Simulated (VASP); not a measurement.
# Br (P6_3/mmc) in VASP: further runs

Runs on Br. Level: PBE. Tasks: single point, relaxation of cell and atoms.

All numbers are computed with VASP 6.6.1; they aren't measurements. Logs are shortened: lines on timing, memory, paths and dates and some standing lists are left out, and cuts for length are marked.

## (1) The cell of the first run

The structure is hexagonal, space group P6_3/mmc (No. 194). Conventional cell: a = 2.792 Å, b = 2.792 Å, c = 5.920 Å, α = 90.00°, β = 90.00°, γ = 120.00°. Within 3.7 Å of Br (site symmetry -6m2) lie 12 Br at 2.79 to 3.37 Å.

## (2) Single point, PBE

File INCAR:

```
SYSTEM = Br
ALGO = Normal
EDIFF = 1E-6
ENCUT = 520
GGA = PE
ISIF = 2
ISMEAR = 1
LASPH = .True.
LCHARG = .False.
LREAL = .False.
LWAVE = .False.
NBANDS = 14
NELM = 80
PREC = Accurate
SIGMA = 0.01
```

File KPOINTS:

```
k-points
0
Gamma
  8 8 4
  0 0 0
```

File POSCAR:

```
Br
1.0
    2.7920733678      0.0000000000      0.0000000000
   -1.3960366839      2.4180064658      0.0000000000
    0.0000000000      0.0000000000      5.9197209920
Br
2
Direct
    0.3333333333      0.6666666667      0.2500000000
    0.6666666667      0.3333333333      0.7500000000
```

Potentials or basis: VASP PAW PBE potentials, release 64 (Br).

The run is started by

```console
$ cat potpaw_PBE.64/Br/POTCAR > POTCAR
$ mpirun -np 1 vasp_std > vasp.out
```

OUTCAR:

```text
SYSTEM = Br
   EDIFF = 1E-6
   ENCUT = 520
   GGA = PE
   ISIF = 2
   ISMEAR = 1
   LASPH = .True.
   LREAL = .False.
   NELM = 80
   PREC = Accurate

 ion  position               nearest neighbor table
   1  0.333  0.667  0.250-
   2  0.667  0.333  0.750-

  LATTYP: Found a hexagonal cell.
 ALAT       =     2.7920733678
 C/A-ratio  =     2.1201881943

  Lattice vectors:

 A1 = (   2.7920733678,   0.0000000000,   0.0000000000)
 A2 = (  -1.3960366839,   2.4180064658,   0.0000000000)
 A3 = (   0.0000000000,   0.0000000000,   5.9197209920)

Analysis of symmetry for initial positions (statically):
=====================================================================
 Subroutine PRICEL returns:
 Original cell was already a primitive cell.

 Routine SETGRP: Setting up the symmetry group for a
 hexagonal supercell.

 Subroutine GETGRP returns: Found 24 space group operations
 (whereof 12 operations were pure point group operations)
 out of a pool of 24 trial point group operations.

The static configuration has the point symmetry D_3d.
 The point group associated with its full space group is D_6h.

Analysis of symmetry for dynamics (positions and initial velocities):
=====================================================================
 Subroutine PRICEL returns:
 Original cell was already a primitive cell.

 Routine SETGRP: Setting up the symmetry group for a
 hexagonal supercell.

 Subroutine GETGRP returns: Found 24 space group operations
 (whereof 12 operations were pure point group operations)
 out of a pool of 24 trial point group operations.

The dynamic configuration has the point symmetry D_3d.
 The point group associated with its full space group is D_6h.

 Subroutine INISYM returns: Found 24 space group operations
 (whereof 12 operations are pure point group operations),
 and found     1 'primitive' translations

----------------------------------------------------------------------------------------

                                     Primitive cell

  volume of cell :      39.9655

  direct lattice vectors                    reciprocal lattice vectors
     2.792073368  0.000000000  0.000000000     0.358156778  0.206781912  0.000000000
    -1.396036684  2.418006466  0.000000000     0.000000000  0.413563824  0.000000000
     0.000000000  0.000000000  5.919720992     0.000000000  0.000000000  0.168926880

  length of vectors
     2.792073368  2.792073368  5.919720992     0.413563824  0.413563824  0.168926880

  position of ions in fractional coordinates (direct lattice)
     0.333333333  0.666666667  0.250000000
     0.666666667  0.333333333  0.750000000

  ion indices of the primitive-cell ions
   primitive index   ion index
                 1           1
                 2           2

----------------------------------------------------------------------------------------

 KPOINTS: k-points

Automatic generation of k-mesh.
 Grid dimensions read from file:
 generate k-points for:    8    8    4

 Generating k-lattice:

  Cartesian coordinates                     Fractional coordinates (reciprocal lattice)
     0.044769597  0.025847739  0.000000000     0.125000000  0.000000000  0.000000000
     0.000000000  0.051695478  0.000000000     0.000000000  0.125000000  0.000000000
     0.000000000  0.000000000  0.042231720     0.000000000  0.000000000  0.250000000

  Length of vectors
     0.051695478  0.051695478  0.042231720

  Shift w.r.t. Gamma in fractional coordinates (k-lattice)
     0.000000000  0.000000000  0.000000000

 Subroutine IBZKPT returns following result:
 ===========================================

 Found     30 irreducible k-points:

 Following reciprocal coordinates:
            Coordinates               Weight
  0.000000  0.000000  0.000000      1.000000
  0.125000  0.000000  0.000000      6.000000
  0.250000  0.000000  0.000000      6.000000
  0.375000  0.000000  0.000000      6.000000
  0.500000  0.000000  0.000000      3.000000
  0.125000  0.125000  0.000000      6.000000
[... 16 lines left out ...]
  0.250000  0.000000  0.500000      6.000000
  0.375000  0.000000  0.500000      6.000000
 [... further k-points ...]
   k-points           NKPTS =     30   k-points in BZ     NKDIM =     30   number of bands    NBANDS=     14
   number of dos      NEDOS =    301   number of ions     NIONS =      2
   total plane-waves  NPLWV =  27648
   dimension x,y,z NGX =    24 NGY =   24 NGZ =   48
   dimension x,y,z NGXF=    48 NGYF=   48 NGZF=   96
   ions per type =               2
   NGX,Y,Z   is equivalent  to a cutoff of  14.29, 14.29, 13.48 a.u.
   NGXF,Y,Z  is equivalent  to a cutoff of  28.58, 28.58, 26.96 a.u.
 SYSTEM =  Br
   PREC   = accura    normal or accurate (medium, high low for compatibility)
   ISTART =      0    job   : 0-new  1-cont  2-samecut
   ICHARG =      2    charge: 1-file 2-atom 10-const
   ISPIN  =      1    spin polarized calculation?
   LNONCOLLINEAR =      F non collinear calculations
   LSORBIT =      F    spin-orbit coupling
   LASPH  =      T    aspherical Exc in radial PAW
   ENCUT  =  520.0 eV  38.22 Ry    6.18 a.u.   5.19  5.19 11.01*2*pi/ulx,y,z
   NELM   =     80;   NELMIN=  2; NELMDL= -5     # of ELM steps
   EDIFF  = 0.1E-05   stopping-criterion for ELM
   LREAL  =      F    real-space projection
   EDIFFG = 0.1E-04   stopping-criterion for IOM
   NSW    =      0    number of steps for IOM
   IBRION =     -1    ionic relax: 0-MD 1-quasi-New 2-CG
   NFREE  =      0    steps in history (QN), initial steepest desc. (CG)
   ISIF   =      2    stress and relaxation
   ISYM   =      2    0-nonsym 1-usesym 2-fastsym
   POTIM  = 0.5000    time-step for ionic-motion
   TEBEG  =    0.0;   TEEND  =   0.0 temperature during run
   PSTRESS=    0.0 pullay stress
   NELECT =      14.0000    total number of electrons
   NUPDOWN=      -1.0000    fix difference up-down
   EMIN   =  10.00;   EMAX   =-10.00  energy-range for DOS
   EFERMI =   0.00;   METHOD = LEGACY
   ISMEAR =     1;   SIGMA  =   0.01  broadening in eV -4-tet -1-fermi 0-gaus
   EFERMI_NEDOS =   21; number of points for ismear=-14 and -15
   IALGO  =     38    algorithm
   IMIX   =      4    mixing-type and parameters
     AMIX     =   0.40;   BMIX     =  1.00
     AMIX_MAG =   1.60;   BMIX_MAG =  1.00
  volume/ion in A,a.u.               =      19.98       134.85
  Fermi-wavevector in a.u.,A,eV,Ry     =   1.154044  2.180827 18.120475  1.331817
  Thomas-Fermi vector in A             =   2.290683
   LORBIT       =      0    0 simple, 1 ext, 2 COOP (PROOUT), +10 PAW based schemes
   GGA     = PE    functional components
   LHFCALC =     F    Hartree Fock is set to
   AEXX    =    0.0000 exact exchange contribution
   IVDW    =     0    specifies the selected vdW correction
   LEPSILON=     F    determine dielectric tensor
   LRPA    =     F    only Hartree local field effects (RPA)
 non-spin polarized calculation
 Methfessel and Paxton  Order N= 1 SIGMA  =   0.01
  energy-cutoff  :      520.00
  volume of cell :       39.97
 maximum number of plane-waves:      1090
 NGX is ok and might be reduce to    24
   NGX = 11   NGY = 11   NGZ = 23

 number of electron      13.9999998 magnetization

 Free energy of the ion-electron system (eV)
  ---------------------------------------------------
  ext. energy  EPLUGINS =         0.00000000
  ---------------------------------------------------
  free energy    TOTEN  =        -1.63406627 eV

  energy without entropy =       -1.63396957  energy(sigma->0) =       -1.63403404

 E-fermi :   5.0682     XC(G=0): -10.5621

 val. band max:        5.0264627158   @ k =   0.5000   0.0000   0.5000
 cond. band min:       5.0712754561   @ k =   0.3750   0.0000   0.2500
 fundamental gap:      0.0448127403
 Fermi energy:         5.0681600261

 k-point     1 :       0.0000    0.0000    0.0000
  band No.  band energies     occupation
      1     -12.9374      2.00000
      2     -11.9029      2.00000
      3      -1.7285      2.00000
      4       3.6560      2.00000
      5       7.3996      0.00000
      6       7.3996      0.00000
      7       7.7137      0.00000
      8       7.7137      0.00000
      9      11.7650      0.00000
     10      16.4739      0.00000
     11      17.7419      0.00000
     12      18.6946      0.00000
     13      18.6946      0.00000
     14      19.3306      0.00000

 k-point     2 :       0.1250    0.0000    0.0000
  band No.  band energies     occupation
      1     -12.6129      2.00000
      2     -11.5966      2.00000
      3      -1.3886      2.00000
      4       3.8467      2.00000
      5       5.4253      0.00000
      6       5.9451      0.00000
      7       6.8264      0.00000
      8       7.3113      0.00000
      9      12.1493      0.00000
     10      16.3433      0.00000
     11      17.5945      0.00000
     12      18.6012      0.00000
     13      19.2214      0.00000
     14      19.8760      0.00000

 k-point     3 :       0.2500    0.0000    0.0000
  band No.  band energies     occupation
      1     -11.6829      2.00000
      2     -10.7369      2.00000
      3      -0.4027      2.00000
      4       1.9325      2.00000
      5       2.6374      2.00000
      6       4.2687      2.00000
      7       5.7850      0.00000
      8       6.4275      0.00000
      9      13.2477      0.00000
     10      14.2442      0.00000
     11      15.1524      0.00000
     12      15.6512      0.00000
     13      18.3981      0.00000
     14      20.5760      0.00000

 k-point     4 :       0.3750    0.0000    0.0000
  band No.  band energies     occupation
      1     -10.3567      2.00000
      2      -9.6126      2.00000
      3      -1.0822      2.00000
      4      -0.3771      2.00000
      5       1.0738      2.00000
      6       4.3598      2.00000
      7       4.9769      2.00000
      8       5.6865      0.00000
      9      12.4370      0.00000
     10      12.9000      0.00000
     11      14.2319      0.00000
     12      15.2858      0.00000
     13      16.3368      0.00000
     14      19.5250      0.00000

 k-point     5 :       0.5000    0.0000    0.0000
  band No.  band energies     occupation
      1      -9.4752      2.00000
      2      -9.0732      2.00000
      3      -2.3415      2.00000
      4      -1.7962      2.00000
      5       2.2209      2.00000
      6       3.8480      2.00000
      7       4.6840      2.00000
      8       5.4116      0.00000
      9      11.6148      0.00000
     10      12.4589      0.00000
     11      13.9047      0.00000
[... 276 lines left out ...]
 k-point    22 :       0.1250    0.0000    0.5000
  band No.  band energies     occupation
      1     -12.1524      2.00000
      2     -12.1524      2.00000
      3       0.7553      2.00000
      4       0.7553      2.00000
      5       5.6995      0.00000
      6       5.6995      0.00000
      7       7.0606      0.00000
      8       7.0606      0.00000
      9      16.1221      0.00000
     10      16.1221      0.00000
     11      17.1668      0.00000
     12      17.1668      0.00000
     13      19.4719      0.00000
     14      19.4719      0.00000

 k-point    23 :       0.2500    0.0000    0.5000
  band No.  band energies     occupation
      1     -11.2507      2.00000
      2     -11.2507      2.00000
      3       1.3658      2.00000
      4       1.3658      2.00000
      5       2.5308      2.00000
      6       2.5308      2.00000
      7       6.0899      0.00000
      8       6.0899      0.00000
      9      14.3234      0.00000
     10      14.3234      0.00000
     11      15.6038      0.00000
     12      15.6038      0.00000
     13      20.4334      0.00000
     14      20.4334      0.00000

 k-point    24 :       0.3750    0.0000    0.5000
  band No.  band energies     occupation
      1     -10.0071      2.00000
      2     -10.0071      2.00000
      3      -0.8813      2.00000
      4      -0.8813      2.00000
      5       2.8733      2.00000
      6       2.8733      2.00000
      7       5.3115      0.00000
      8       5.3115      0.00000
      9      12.4480      0.00000
     10      12.4480      0.00000
     11      13.8175      0.00000
     12      13.8175      0.00000
     13      20.6135      0.00000
     14      20.6135      0.00000

 [... further k-points ...]
[... 5 lines left out ...]
  --------------------------------------------------------------------------------------
  -------------------------------------------------------------------------------------
  Total        4.9998132      4.9998132      4.9885298      0.0000000      0.0000000      0.0000000
  in kB      200.4374375    200.4374375    199.9850950      0.0000000      0.0000000      0.0000000
  external PRESSURE =     200.2866567 kB  Pullay stress =       0.0000000 kB

 VOLUME and BASIS-vectors are now :
 -----------------------------------------------------------------------------
  energy-cutoff  :      520.00
  volume of cell :       39.97
      direct lattice vectors                 reciprocal lattice vectors
     2.792073368  0.000000000  0.000000000     0.358156778  0.206781912  0.000000000
    -1.396036684  2.418006466  0.000000000     0.000000000  0.413563824  0.000000000
     0.000000000  0.000000000  5.919720992     0.000000000  0.000000000  0.168926880

 POSITION                                       TOTAL-FORCE (eV/Angst)
 -----------------------------------------------------------------------------------
     -0.00000      1.61200      1.47993        -0.000000     -0.000000      0.000000
      1.39604      0.80600      4.43979         0.000000      0.000000      0.000000
 -----------------------------------------------------------------------------------
    total drift:                               -0.000000      0.000000      0.000000

  FREE ENERGIE OF THE ION-ELECTRON SYSTEM (eV)
  ---------------------------------------------------
  free  energy   TOTEN  =        -1.6340662738 eV

  energy  without entropy=       -1.6339695674  energy(sigma->0) =       -1.63403404
```

It took 14 s on 1 thread of AMD EPYC 7R43 (Zen 3), shared host; peak memory 0.14 GiB.

What came out:

* Free energy: -1.6341 eV
* Pressure: 20.0 GPa
* Band gap on the k mesh: zero (band 7 reaches 7.71 eV, above the bottom of band 8 at 3.56 eV)

Caveat: this functional lacks dispersion, which binds the layers, so the pressure and a relaxed spacing across them are unreliable.

## (3) Single point, PBE

This run uses another cell than the first one, of 36.10 Å³/atom, 1.806 times its volume.

File INCAR:

```
PREC = Accurate
ENCUT = 520
EDIFF = 1E-6
ISMEAR = 1
SIGMA = 0.01
LREAL = F
LASPH = T
NELM = 60
ALGO = Normal
ISIF = 2
LWAVE = F
LCHARG = F
GGA = PE
NBANDS = 14
```

File KPOINTS:

```
Automatic mesh
0
Gamma
  8 8 4
```

File POSCAR:

```
Br
1.0
    3.0049619224      0.0000000000      0.0000000000
   -1.5024809612      2.6023733622      0.0000000000
    0.0000000000      0.0000000000      9.2321268778
Br
2
Direct
    0.3333333333      0.6666666667      0.2500000000
    0.6666666667      0.3333333333      0.7500000000
```

Potentials or basis: VASP PAW PBE potentials, release 64 (Br).

The run is started by

```console
$ cat potpaw_PBE.64/Br/POTCAR > POTCAR
$ mpirun -np 1 vasp_std > vasp.out
```

Run time: 21 s. Hardware: 1 thread of AMD EPYC 7R43 (Zen 3), shared host; peak memory 0.15 GiB.

Results (log left out):

```
Free energy            : -2.4980 eV
Pressure               : 0.0 GPa
Band gap on the k mesh : zero (band 7 reaches 1.26 eV, above the bottom of band 8 at -1.59 eV)
```

Levels at points of the mesh, in eV from the Fermi level:
```tsv
k point	band 5	band 6	band 7	band 8	band 9	band 10
(0.00, 0.00, 0.00)	1.71	1.71	1.71	1.71	5.00	8.57
(0.50, 0.00, 0.00)	-1.17	-1.02	-0.02	-0.01	7.19	8.06
(0.00, 0.00, 0.50)	1.71	1.71	1.71	1.71	6.29	6.29
(0.50, 0.00, 0.50)	-1.09	-1.09	-0.01	-0.01	7.39	7.39
```

Caveat: this functional lacks dispersion, which binds the layers, so the pressure and a relaxed spacing across them are unreliable.

[end of part 1 of 2]
